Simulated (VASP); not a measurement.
# Ta2N (P-3m1) in VASP: further runs, part 2 of 2

VASP 6.6.1. Earlier steps stand in the parts before.

**5. Single point, PBE**

This run uses another cell than the first one, of 13.55 Å³/atom, 1.064 times its volume.

INCAR

```
  PREC = Accurate
  ENCUT = 520
  EDIFF = 1E-6
  ISMEAR = 0
  SIGMA = 0.1
  LREAL = F
  LASPH = T
  NELM = 100
  ALGO = Normal
  ISIF = 2
  LWAVE = F
  LCHARG = T
  GGA = PE
  LELF = T
  LVHAR = T
  NBANDS = 20
```

KPOINTS

```
Automatic mesh
0
Gamma
  18 18 10
```

POSCAR

```
Ta2N
1.0
    3.1011400598      0.0000000000      0.0000000000
   -1.5505700299      2.6856660724      0.0000000000
    0.0000000000      0.0000000000      4.8818900414
Ta N
2 1
Direct
    0.6666666667      0.3333333333      0.7449050328
    0.3333333333      0.6666666667      0.2550949672
    0.0000000000      0.0000000000      0.0000000000
```

Potentials or basis: VASP PAW PBE potentials, release 64 (Ta_pv, N).

The run is started by

```bash
> cat potpaw_PBE.64/Ta_pv/POTCAR potpaw_PBE.64/N/POTCAR > POTCAR
> mpirun -np 1 vasp_std > vasp.out
```

OUTCAR:

```text
PREC = Accurate
   ENCUT = 520
   EDIFF = 1E-6
   ISMEAR = 0
   LREAL = F
   LASPH = T
   NELM = 100
   ISIF = 2
   GGA = PE

 ion  position               nearest neighbor table
   1  0.667  0.333  0.745-   3 2.18   3 2.18   3 2.18   2 2.99   2 2.99   2 2.99   2 3.07   2 3.07
                             2 3.07
   2  0.333  0.667  0.255-   3 2.18   3 2.18   3 2.18   1 2.99   1 2.99   1 2.99   1 3.07   1 3.07
                             1 3.07
   3  0.000  0.000  0.000-   1 2.18   2 2.18   2 2.18   1 2.18   1 2.18   2 2.18

  LATTYP: Found a hexagonal cell.
 ALAT       =     3.1011400598
 C/A-ratio  =     1.5742243005

  Lattice vectors:

 A1 = (   3.1011400598,   0.0000000000,   0.0000000000)
 A2 = (  -1.5505700299,   2.6856660724,   0.0000000000)
 A3 = (   0.0000000000,   0.0000000000,   4.8818900414)

Analysis of symmetry for initial positions (statically):
=====================================================================
 Subroutine PRICEL returns:
 Original cell was already a primitive cell.

 Routine SETGRP: Setting up the symmetry group for a
 hexagonal supercell.

[... 162 lines left out ...]
  ext. energy  EPLUGINS =         0.00000000
  ---------------------------------------------------
  free energy    TOTEN  =       -34.38679513 eV

  energy without entropy =      -34.38028272  energy(sigma->0) =      -34.38353892

 E-fermi :   7.5108     XC(G=0): -12.8739

 val. band max:        7.5079926639   @ k =   0.2778   0.2778   0.5000
 cond. band min:       7.5115681654   @ k =   0.3333   0.2778   0.5000
 fundamental gap:      0.0035755014
 Fermi energy:         7.5108173817

 k-point     1 :       0.0000    0.0000    0.0000
  band No.  band energies     occupation
      1     -28.1741      2.00000
      2     -27.4439      2.00000
      3     -27.4439      2.00000
      4     -27.3206      2.00000
      5     -27.3206      2.00000
      6     -27.2145      2.00000
[... 541 lines left out ...]
     19      12.1584      0.00000
     20      12.3237      0.00000

 [... further k-points ...]
[... 5 lines left out ...]
  --------------------------------------------------------------------------------------
  -------------------------------------------------------------------------------------
  Total        0.1125543      0.1125543      0.1011770      0.0000000      0.0000000      0.0000000
  in kB        4.4351803      4.4351803      3.9868615      0.0000000      0.0000000      0.0000000
  external PRESSURE =       4.2857407 kB  Pullay stress =       0.0000000 kB

 VOLUME and BASIS-vectors are now :
 -----------------------------------------------------------------------------
  energy-cutoff  :      520.00
  volume of cell :       40.66
      direct lattice vectors                 reciprocal lattice vectors
     3.101140060  0.000000000  0.000000000     0.322462056  0.186173555  0.000000000
    -1.550570030  2.685666072  0.000000000     0.000000000  0.372347110  0.000000000
     0.000000000  0.000000000  4.881890041     0.000000000  0.000000000  0.204838698

 POSITION                                       TOTAL-FORCE (eV/Angst)
 -----------------------------------------------------------------------------------
      1.55057      0.89522      3.63654         0.000000     -0.000000     -0.045062
     -0.00000      1.79044      1.24535        -0.000000      0.000000      0.045062
      0.00000      0.00000      0.00000        -0.000000      0.000000      0.000000
 -----------------------------------------------------------------------------------
    total drift:                               -0.000000      0.000000     -0.000000

  FREE ENERGIE OF THE ION-ELECTRON SYSTEM (eV)
  ---------------------------------------------------
  free  energy   TOTEN  =       -34.3867951278 eV

  energy  without entropy=      -34.3802827221  energy(sigma->0) =      -34.38353892
```

Run time: 4.1 min. Hardware: 1 thread of Intel Xeon Platinum 8375C at 2.90GHz (Ice Lake), shared host; peak memory 0.35 GiB.

Results:

```yaml
Free_energy: -34.3868 eV
Pressure: 0.4 GPa
Largest_force: 0.045 eV/Å
```

Forces in eV/Å, atoms in the order of the input:
```
Ta   0.000  0.000 -0.045
Ta   0.000  0.000  0.045
N    0.000  0.000  0.000
```

Caveat: spin-orbit coupling is left out, which moves the levels of the heavy elements.

**6. Single point, PBE (volume scaled by 1.03, then relaxed in part)**

INCAR

```
SYSTEM = Ta2N
PREC     = Accurate       ! precision mode
ENCUT    = 520            ! plane-wave cutoff, eV
EDIFF    = 1E-7           ! SCF threshold, eV
ISMEAR   = 0              ! smearing method
SIGMA    = 0.1            ! smearing width, eV
LREAL    = .FALSE.        ! projectors in reciprocal space
LASPH    = .TRUE.         ! aspherical terms in the spheres
NELM     = 60             ! most SCF steps
ALGO     = Normal         ! electronic algorithm
ISIF     = 2              ! what is computed and relaxed
LWAVE    = .FALSE.        ! write WAVECAR
LCHARG   = .TRUE.         ! write CHGCAR
GGA      = PE             ! functional
LELF     = .TRUE.         ! ELF
LVHAR    = .TRUE.       
NBANDS   = 20             ! bands
```

KPOINTS

```
Automatic mesh
0
G
  18 18 10
  0 0 0
```

POSCAR

```
Ta2N
1.0
    3.1367088846      0.0000000000      0.0000000000
   -1.5683544423      2.7164695783      0.0000000000
    0.0000000000      0.0000000000      4.9149550706
Ta N
2 1
Direct
    0.6666666667      0.3333333333      0.7468587838
    0.3333333333      0.6666666667      0.2531412162
    0.0000000000      0.0000000000      0.0000000000
```

Potentials or basis: VASP PAW PBE potentials, release 64 (Ta_pv, N).

The run is started by

```bash
> cat potpaw_PBE.64/Ta_pv/POTCAR potpaw_PBE.64/N/POTCAR > POTCAR
> mpirun -np 1 vasp_std > vasp.out
```

It took 5.4 min on 1 thread of Intel Xeon Platinum 8375C at 2.90GHz (Ice Lake), shared host; peak memory 0.36 GiB.

It converged, with:

- Free energy: -34.3607 eV
- Pressure: -7.0 GPa
- Largest force: 0.043 eV/Å

Forces on the atoms (eV/Å):
```
Ta   0.000  0.000 -0.043
Ta   0.000  0.000  0.043
N    0.000  0.000  0.000
```

Stress tensor (GPa, compression positive):
```
-7.01  0.00  0.00
 0.00 -7.01  0.00
 0.00  0.00 -7.10
```

Levels at points of the mesh, in eV from the Fermi level:
```tsv
k point	band 9	band 10	band 11	band 12	band 13	band 14	band 15	band 16	band 17	band 18
(0.00, 0.00, 0.00)	-5.96	-5.96	-4.96	-0.64	-0.23	-0.23	0.28	0.28	0.32	1.17
(0.50, 0.00, 0.00)	-6.41	-6.25	-4.38	-2.56	-1.39	1.72	1.83	3.54	3.82	4.04
(0.00, 0.00, 0.50)	-6.12	-6.12	-2.75	-2.67	-1.07	-1.07	1.72	1.74	2.18	2.18
(0.50, 0.00, 0.50)	-6.54	-6.02	-3.22	-2.13	-2.10	-0.20	0.75	3.14	3.36	3.85
```

Caveat: the cell differs from its parent crystal (volume scaled by 1.03, then relaxed in part); spin-orbit coupling is left out, which moves the levels of the heavy elements.

**7. The runs side by side**

```tsv
task	cell	cutoff (eV)	gap on the mesh (eV)	pressure (GPa)	largest force (eV/Å)
relaxation of shape and atoms at fixed volume	relaxed from a = 3.034, b = 3.034, c = 4.795 Å, angles 90.0, 90.0, 120.0°, 3 atoms	600	none	19.7	-
single point	a = 3.030, b = 3.030, c = 4.806 Å, angles 90.0, 90.0, 120.0°, 3 atoms	520	none	19.8	0.06
single point	a = 3.066, b = 3.066, c = 4.845 Å, angles 90.0, 90.0, 120.0°, 3 atoms	520	none	9.3	0.05
single point	a = 3.101, b = 3.101, c = 4.882 Å, angles 90.0, 90.0, 120.0°, 3 atoms	520	none	0.4	0.05
single point	a = 3.137, b = 3.137, c = 4.915 Å, angles 90.0, 90.0, 120.0°, 3 atoms	520	none	-7.0	0.04
```

Alike in all rows: level PBE; potentials or basis VASP PAW PBE potentials, release 64 (Ta_pv, N); no spin polarisation; k mesh 18 × 18 × 10; smearing gaussian 0.1 eV.

Caveats: spin-orbit coupling is left out, which moves the levels of the heavy elements.

Total energies depend on the potentials used, so only differences within one code and one set of settings carry meaning.
